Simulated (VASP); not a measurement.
# Al (Pm-3m) in VASP: relaxation of cell and atoms with PBEsol

Aim: the relaxation of cell and atoms of Al with PBEsol.

Everything below comes from runs of VASP 6.6.1. Logs are shortened: lines on timing, memory, paths and dates and some standing lists are left out, and cuts for length are marked.

## (1) The cell of the first run

Symmetry: Pm-3m, No. 221, cubic system. Conventional cell: a = 2.705 Å, b = 2.705 Å, c = 2.705 Å, α = 90.00°, β = 90.00°, γ = 90.00°. Within 3.6 Å of Al (site symmetry m-3m) lie 6 Al at 2.70 Å.

This isn't the form of Al at room conditions, which is fcc.

## (2) Relaxation of cell and atoms, PBEsol

INCAR reads:

```
SYSTEM = Al
PREC = Accurate
ENCUT = 600
EDIFF = 1E-7
ISMEAR = 0
SIGMA = 0.1
LREAL = .False.
LASPH = .True.
NELM = 60
ALGO = Normal
ISIF = 3
LWAVE = .False.
LCHARG = .False.
GGA = PS
IBRION = 2
NSW = 100
EDIFFG = -0.01
```

KPOINTS reads:

```
regular mesh
0
Gamma
  20 20 20
  0 0 0
```

POSCAR reads:

```
Al
1.0
    2.7048851079      0.0000000000      0.0000000000
    0.0000000000      2.7048851079      0.0000000000
    0.0000000000      0.0000000000      2.7048851079
Al
1
Direct
    0.0000000000      0.0000000000      0.0000000000
```

Potentials or basis: VASP PAW PBE potentials, release 64 (Al).

Launch:

```bash
$ cat potpaw_PBE.64/Al/POTCAR > POTCAR
$ mpirun -np 1 vasp_std > vasp.out
```

OUTCAR:

```text
SYSTEM = Al
   PREC = Accurate
   ENCUT = 600
   EDIFF = 1E-7
   ISMEAR = 0
   LREAL = .False.
   LASPH = .True.
   NELM = 60
   ISIF = 3
   GGA = PS
   IBRION = 2
   NSW = 100
   EDIFFG = -0.01

 ion  position               nearest neighbor table
   1  0.000  0.000  0.000-

  LATTYP: Found a simple cubic cell.
 ALAT       =     2.7048851079

  Lattice vectors:

 A1 = (   2.7048851079,   0.0000000000,   0.0000000000)
 A2 = (   0.0000000000,   2.7048851079,   0.0000000000)
 A3 = (   0.0000000000,   0.0000000000,   2.7048851079)

Analysis of symmetry for initial positions (statically):
=====================================================================
 Subroutine PRICEL returns:
 Original cell was already a primitive cell.

 Routine SETGRP: Setting up the symmetry group for a
 simple cubic supercell.

 Subroutine GETGRP returns: Found 48 space group operations
 (whereof 48 operations were pure point group operations)
 out of a pool of 48 trial point group operations.

The static configuration has the point symmetry O_h .

Analysis of symmetry for dynamics (positions and initial velocities):
=====================================================================
 Subroutine PRICEL returns:
 Original cell was already a primitive cell.

 Routine SETGRP: Setting up the symmetry group for a
 simple cubic supercell.

 Subroutine GETGRP returns: Found 48 space group operations
 (whereof 48 operations were pure point group operations)
 out of a pool of 48 trial point group operations.

The dynamic configuration has the point symmetry O_h .

 Subroutine INISYM returns: Found 48 space group operations
 (whereof 48 operations are pure point group operations),
 and found     1 'primitive' translations

----------------------------------------------------------------------------------------

                                     Primitive cell

  volume of cell :      19.7900

  direct lattice vectors                    reciprocal lattice vectors
     2.704885108  0.000000000  0.000000000     0.369701470  0.000000000  0.000000000
     0.000000000  2.704885108  0.000000000     0.000000000  0.369701470  0.000000000
     0.000000000  0.000000000  2.704885108     0.000000000  0.000000000  0.369701470

  length of vectors
     2.704885108  2.704885108  2.704885108     0.369701470  0.369701470  0.369701470

  position of ions in fractional coordinates (direct lattice)
     0.000000000  0.000000000  0.000000000

  ion indices of the primitive-cell ions
   primitive index   ion index
                 1           1

----------------------------------------------------------------------------------------

 KPOINTS: regular mesh

Automatic generation of k-mesh.
 Grid dimensions read from file:
 generate k-points for:   20   20   20

 Generating k-lattice:

  Cartesian coordinates                     Fractional coordinates (reciprocal lattice)
     0.018485073  0.000000000  0.000000000     0.050000000  0.000000000  0.000000000
     0.000000000  0.018485073  0.000000000     0.000000000  0.050000000  0.000000000
     0.000000000  0.000000000  0.018485073     0.000000000  0.000000000  0.050000000

  Length of vectors
     0.018485073  0.018485073  0.018485073

  Shift w.r.t. Gamma in fractional coordinates (k-lattice)
     0.000000000  0.000000000  0.000000000

 Subroutine IBZKPT returns following result:
 ===========================================

 Found    286 irreducible k-points:

 Following reciprocal coordinates:
            Coordinates               Weight
  0.000000  0.000000  0.000000      1.000000
  0.050000  0.000000  0.000000      6.000000
  0.100000  0.000000  0.000000      6.000000
  0.150000  0.000000  0.000000      6.000000
  0.200000  0.000000  0.000000      6.000000
  0.250000  0.000000  0.000000      6.000000
[... 16 lines left out ...]
  0.150000  0.100000  0.000000     24.000000
  0.200000  0.100000  0.000000     24.000000
 [... further k-points ...]
   k-points           NKPTS =    286   k-points in BZ     NKDIM =    286   number of bands    NBANDS=      5
   number of dos      NEDOS =    301   number of ions     NIONS =      1
   total plane-waves  NPLWV =  13824
   dimension x,y,z NGX =    24 NGY =   24 NGZ =   24
   dimension x,y,z NGXF=    48 NGYF=   48 NGZF=   48
   ions per type =               1
   NGX,Y,Z   is equivalent  to a cutoff of  14.75, 14.75, 14.75 a.u.
   NGXF,Y,Z  is equivalent  to a cutoff of  29.50, 29.50, 29.50 a.u.
 SYSTEM =  Al
   PREC   = accura    normal or accurate (medium, high low for compatibility)
   ISTART =      0    job   : 0-new  1-cont  2-samecut
   ICHARG =      2    charge: 1-file 2-atom 10-const
   ISPIN  =      1    spin polarized calculation?
   LNONCOLLINEAR =      F non collinear calculations
   LSORBIT =      F    spin-orbit coupling
   LASPH  =      T    aspherical Exc in radial PAW
   ENCUT  =  600.0 eV  44.10 Ry    6.64 a.u.   5.40  5.40  5.40*2*pi/ulx,y,z
   NELM   =     60;   NELMIN=  2; NELMDL= -5     # of ELM steps
   EDIFF  = 0.1E-06   stopping-criterion for ELM
   LREAL  =      F    real-space projection
   EDIFFG = -.1E-01   stopping-criterion for IOM
   NSW    =    100    number of steps for IOM
   IBRION =      2    ionic relax: 0-MD 1-quasi-New 2-CG
   NFREE  =      1    steps in history (QN), initial steepest desc. (CG)
   ISIF   =      3    stress and relaxation
   ISYM   =      2    0-nonsym 1-usesym 2-fastsym
   POTIM  = 0.5000    time-step for ionic-motion
   TEBEG  =    0.0;   TEEND  =   0.0 temperature during run
   PSTRESS=    0.0 pullay stress
   NELECT =       3.0000    total number of electrons
   NUPDOWN=      -1.0000    fix difference up-down
   EMIN   =  10.00;   EMAX   =-10.00  energy-range for DOS
   EFERMI =   0.00;   METHOD = LEGACY
   ISMEAR =     0;   SIGMA  =   0.10  broadening in eV -4-tet -1-fermi 0-gaus
   EFERMI_NEDOS =   21; number of points for ismear=-14 and -15
   IALGO  =     38    algorithm
   IMIX   =      4    mixing-type and parameters
     AMIX     =   0.40;   BMIX     =  1.00
     AMIX_MAG =   1.60;   BMIX_MAG =  1.00
  volume/ion in A,a.u.               =      19.79       133.55
  Fermi-wavevector in a.u.,A,eV,Ry     =   0.872904  1.649549 10.367111  0.761961
  Thomas-Fermi vector in A             =   1.992219
   LORBIT       =      0    0 simple, 1 ext, 2 COOP (PROOUT), +10 PAW based schemes
   GGA     = PS    functional components
   LHFCALC =     F    Hartree Fock is set to
   AEXX    =    0.0000 exact exchange contribution
   IVDW    =     0    specifies the selected vdW correction
   LEPSILON=     F    determine dielectric tensor
   LRPA    =     F    only Hartree local field effects (RPA)
 conjugate gradient relaxation of ions
 non-spin polarized calculation
 Gauss-broadening in eV      SIGMA  =   0.10
  energy-cutoff  :      600.00
  volume of cell :       19.79
 maximum number of plane-waves:       691
 NGX is ok and might be reduce to    24
   NGX = 11   NGY = 11   NGZ = 11

--------------------------------------- Ionic step        1  -------------------------------------------

 number of electron       3.0000000 magnetization

 Free energy of the ion-electron system (eV)
  ---------------------------------------------------
  ext. energy  EPLUGINS =         0.00000000
  ---------------------------------------------------
  free energy    TOTEN  =        -3.68999853 eV

  energy without entropy =       -3.68797785  energy(sigma->0) =       -3.68898819

------------------------ aborting loop because EDIFF is reached ----------------------------------------

  FORCE on cell =-STRESS in cart. coord.  units (eV):
  Direction    XX          YY          ZZ          XY          YZ          ZX
  --------------------------------------------------------------------------------------
  -------------------------------------------------------------------------------------
  Total       -0.0195192     -0.0195192     -0.0195192     -0.0000000      0.0000000     -0.0000000
  in kB       -1.5802546     -1.5802546     -1.5802546     -0.0000000      0.0000000     -0.0000000
  external PRESSURE =      -1.5802546 kB  Pullay stress =       0.0000000 kB

 VOLUME and BASIS-vectors are now :
 -----------------------------------------------------------------------------
  energy-cutoff  :      600.00
  volume of cell :       19.79
      direct lattice vectors                 reciprocal lattice vectors
     2.704885108  0.000000000  0.000000000     0.369701470  0.000000000  0.000000000
     0.000000000  2.704885108  0.000000000     0.000000000  0.369701470  0.000000000
     0.000000000  0.000000000  2.704885108     0.000000000  0.000000000  0.369701470

 POSITION                                       TOTAL-FORCE (eV/Angst)
 -----------------------------------------------------------------------------------
      0.00000      0.00000      0.00000         0.000000      0.000000      0.000000
 -----------------------------------------------------------------------------------
    total drift:                                0.000000      0.000000      0.000000

  FREE ENERGIE OF THE ION-ELECTRON SYSTEM (eV)
  ---------------------------------------------------
  free  energy   TOTEN  =        -3.6899985324 eV

  energy  without entropy=       -3.6879778469  energy(sigma->0) =       -3.68898819

--------------------------------------- Ionic step        2  -------------------------------------------

 number of electron       3.0000000 magnetization

 Free energy of the ion-electron system (eV)
  ---------------------------------------------------
  ext. energy  EPLUGINS =         0.00000000
  ---------------------------------------------------
  free energy    TOTEN  =        -3.69002441 eV

  energy without entropy =       -3.68800531  energy(sigma->0) =       -3.68901486

 E-fermi :   5.7797     XC(G=0):  -9.5652

 val. band max:        5.7785568856   @ k =   0.3000   0.0500   0.0500
 cond. band min:       5.7831211981   @ k =   0.5000   0.5000   0.1000
 fundamental gap:      0.0045643125
 Fermi energy:         5.7797111622

 k-point     1 :       0.0000    0.0000    0.0000
  band No.  band energies     occupation
      1      -3.8803      2.00000
      2      13.8310      0.00000
      3      13.8310      0.00000
      4      15.0639      0.00000
      5      15.0639      0.00000

 k-point     2 :       0.0500    0.0000    0.0000
  band No.  band energies     occupation
      1      -3.8302      2.00000
      2      12.8257      0.00000
      3      13.8732      0.00000
      4      15.1059      0.00000
      5      15.1059      0.00000

 k-point     3 :       0.1000    0.0000    0.0000
  band No.  band energies     occupation
      1      -3.6799      2.00000
      2      11.3615      0.00000
      3      13.9990      0.00000
      4      15.2319      0.00000
      5      15.2319      0.00000

 k-point     4 :       0.1500    0.0000    0.0000
  band No.  band energies     occupation
      1      -3.4300      2.00000
      2       9.8748      0.00000
      3      14.2055      0.00000
      4      15.4417      0.00000
      5      15.4417      0.00000

 k-point     5 :       0.2000    0.0000    0.0000
  band No.  band energies     occupation
      1      -3.0812      2.00000
      2       8.4206      0.00000
      3      14.4869      0.00000
      4      15.7350      0.00000
      5      15.7350      0.00000

 k-point     6 :       0.2500    0.0000    0.0000
  band No.  band energies     occupation
      1      -2.6349      2.00000
      2       7.0212      0.00000
      3      14.8336      0.00000
      4      16.1109      0.00000
      5      16.1109      0.00000
[... 113 lines left out ...]
 k-point    21 :       0.5000    0.0500    0.0000
  band No.  band energies     occupation
      1       0.6148      2.00000
      2       1.6583      2.00000
      3      15.8906      0.00000
      4      18.7101      0.00000
      5      19.0775      0.00000

 k-point    22 :       0.1000    0.1000    0.0000
  band No.  band energies     occupation
      1      -3.4797      2.00000
      2      11.0840      0.00000
      3      12.1579      0.00000
      4      15.3996      0.00000
      5      16.0968      0.00000

 k-point    23 :       0.1500    0.1000    0.0000
  band No.  band energies     occupation
      1      -3.2301      2.00000
      2       9.9456      0.00000
      3      12.0448      0.00000
      4      15.6091      0.00000
      5      16.3930      0.00000

 k-point    24 :       0.2000    0.1000    0.0000
  band No.  band energies     occupation
      1      -2.8817      2.00000
      2       8.5605      0.00000
      3      12.2846      0.00000
      4      15.9018      0.00000
      5      16.7110      0.00000

 [... further k-points ...]

------------------------ aborting loop because EDIFF is reached ----------------------------------------

  FORCE on cell =-STRESS in cart. coord.  units (eV):
  Direction    XX          YY          ZZ          XY          YZ          ZX
  --------------------------------------------------------------------------------------
  -------------------------------------------------------------------------------------
  Total        0.0016677      0.0016677      0.0016677     -0.0000000      0.0000000     -0.0000000
  in kB        0.1353996      0.1353996      0.1353996     -0.0000000      0.0000000     -0.0000000
  external PRESSURE =       0.1353996 kB  Pullay stress =       0.0000000 kB

 VOLUME and BASIS-vectors are now :
 -----------------------------------------------------------------------------
  energy-cutoff  :      600.00
  volume of cell :       19.73
      direct lattice vectors                 reciprocal lattice vectors
     2.702338026 -0.000000000 -0.000000000     0.370049931  0.000000000 -0.000000000
    -0.000000000  2.702338026 -0.000000000     0.000000000  0.370049931 -0.000000000
     0.000000000  0.000000000  2.702338026     0.000000000  0.000000000  0.370049931

 POSITION                                       TOTAL-FORCE (eV/Angst)
 -----------------------------------------------------------------------------------
      0.00000      0.00000      0.00000         0.000000     -0.000000      0.000000
 -----------------------------------------------------------------------------------
    total drift:                                0.000000      0.000000      0.000000

  FREE ENERGIE OF THE ION-ELECTRON SYSTEM (eV)
  ---------------------------------------------------
  free  energy   TOTEN  =        -3.6900244054 eV

  energy  without entropy=       -3.6880053050  energy(sigma->0) =       -3.68901486

 reached required accuracy - stopping structural energy minimisation
```

It took 47 s on 1 thread of Intel Xeon 8259CL, shared host; peak memory 0.16 GiB.

Results:

```yaml
Free_energy: -3.6900 eV
Relaxed_volume: 19.73 Å³/atom
Relaxed_cell: a = 2.702 Å, b = 2.702 Å, c = 2.702 Å, α = 90.00°, β = 90.00°, γ = 90.00°
Space_group_after_relaxing_to_0.1_Å: Pm-3m (No. 221)
Energy_gained_by_relaxing: 0.0 meV/atom
Ionic_steps: 2
Pressure_after_relaxing: 0.0 GPa
Band_gap_on_the_k_mesh: zero (an odd number of electrons rules out a gap without spin polarisation)
```

Final structure:
```
CELL_PARAMETERS angstrom
2.70234 0.00000 0.00000
0.00000 2.70234 0.00000
0.00000 0.00000 2.70234
ATOMIC_POSITIONS crystal
Al 0.00000 0.00000 0.00000
```

Caveat: the PAW data sets were made with another functional, which shifts forces and pressure a little.
